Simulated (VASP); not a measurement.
A run of VASP 6.6.1 is set up as follows.

The input INCAR:

```
SYSTEM = WC
PREC     = Accurate       ! precision mode
ENCUT    = 600            ! plane-wave cutoff, eV
EDIFF    = 1E-6           ! SCF threshold, eV
ISMEAR   = 1              ! smearing method
SIGMA    = 0.5            ! smearing width, eV
LREAL    = .False.        ! projectors in reciprocal space
LASPH    = .True.         ! aspherical terms in the spheres
NELM     = 120            ! most SCF steps
ALGO     = Normal         ! electronic algorithm
ISIF     = 2              ! what is computed and relaxed
LWAVE    = .False.        ! write WAVECAR
LCHARG   = .False.        ! write CHGCAR
GGA      = PE             ! functional
NBANDS   = 16             ! bands
GGA_COMPAT= .False.
```

File KPOINTS:

```
Automatic mesh
0
Gamma
  11 11 10
  0 0 0
```

POSCAR

```
WC
1.0
    2.9065000000      0.0000000000      0.0000000000
   -1.4532500000      2.5171028400      0.0000000000
    0.0000000000      0.0000000000      2.8366000000
W C
1 1
Direct
    0.0000000000      0.0000000000      0.0000000000
    0.6666666667      0.3333333333      0.5000000000
```

Potentials or basis: VASP PAW PBE potentials, release 64 (W_sv, C).

Command:

```console
$ cat potpaw_PBE.64/W_sv/POTCAR potpaw_PBE.64/C/POTCAR > POTCAR
$ mpirun -np 1 vasp_std > vasp.out
```

Question: Predict the band gap on the k mesh.

Answer: Zero (bands 9 and 10 overlap by 1.23 eV).

Question: Predict the pressure.

Answer: 6.5 GPa.

Stress tensor (GPa, compression positive):
```
6.57 0.00 0.00
0.00 6.57 0.00
0.00 0.00 6.44
```

Caveat: the cell stands under pressure; so wide a smearing shifts energies and pressures; spin-orbit coupling is left out, which moves the levels of the heavy elements.
